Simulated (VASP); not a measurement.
Crystal: CoO.

```
Co O
1.0
     2.57053    0.00000    0.00000
     0.00000    2.57053    0.00000
     0.00000    0.00000    2.57053
Co O
1 1
Direct
  0.00000 0.00000 0.00000
  0.50000 0.50000 0.50000
```

Base run:

| Property | Result |
| --- | --- |
| Program | VASP 6.6.1 |
| Functional | PBE |
| Potentials or basis | VASP PAW PBE potentials, release 64 (Co, O) |
| Cutoff | 520 eV |
| k mesh | 10 × 10 × 10 |
| Occupations | fermi-dirac, width 0.05 eV |
| Spin | collinear spin, ferromagnetic start |
| Starting moments | [3.5, 0.0] μB |

Its results: pressure 11.2 GPa.

The run is repeated on the same cell with these changes: spin from collinear spin, ferromagnetic start to no spin polarisation; further incar settings from ALGO = Normal; EDIFF = 1e-06; NBANDS = 18 to ALGO = Normal; EDIFF = 1e-06; NBANDS = 14. What comes out?

Pressure -4.0 GPa.

Caveats: a cell with one magnetic atom can't hold antiferromagnetic order, which such compounds often take (some runs); an odd number of electrons without spin polarisation forces a metal (some runs); a magnetic or distorted state may lie lower (some runs).
